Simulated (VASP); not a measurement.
Here is a VASP 6.6.1 calculation.

File INCAR:

```
SYSTEM = TiAl3
PREC = Accurate
ENCUT = 520
EDIFF = 1E-6
ISMEAR = 0
SIGMA = 0.1
LREAL = .FALSE.
LASPH = .TRUE.
NELM = 60
ALGO = Normal
ISIF = 2
LWAVE = .FALSE.
LCHARG = .FALSE.
GGA = PS
NBANDS = 18
```

File KPOINTS:

```
regular mesh
0
G
  6 4 4
  0 0 0
```

The input POSCAR:

```
TiAl3
1.0
    2.7813903654      0.0000000000      0.0000000000
    0.0000000000      4.6707686856      0.0000000000
    0.0000000000      0.0000000000      4.8925418677
Ti Al
1 3
Direct
    0.0000000000      0.5000000000      0.1631807997
    0.5000000000      0.5000000000      0.6640624234
    0.5000000000      0.0000000000      0.3330837810
    0.0000000000      0.0000000000      0.8396719959
```

Potentials or basis: VASP PAW PBE potentials, release 64 (Ti_sv, Al).

The run is started by

```bash
$ cat potpaw_PBE.64/Ti_sv/POTCAR potpaw_PBE.64/Al/POTCAR > POTCAR
$ mpirun -np 1 vasp_std > vasp.out
```

(1) Estimate the largest force.

(2) What does it give for the pressure?

(3) Estimate the band gap on the k mesh.

Answers

(1) 0.039 eV/Å.

(2) 0.1 GPa.

(3) zero (an odd number of electrons rules out a gap without spin polarisation).

Caveat: the k points lie up to 0.38 Å⁻¹ apart, too coarse for converged energies and pressures of a metal; the PAW data sets were made with another functional, which shifts forces and pressure a little.
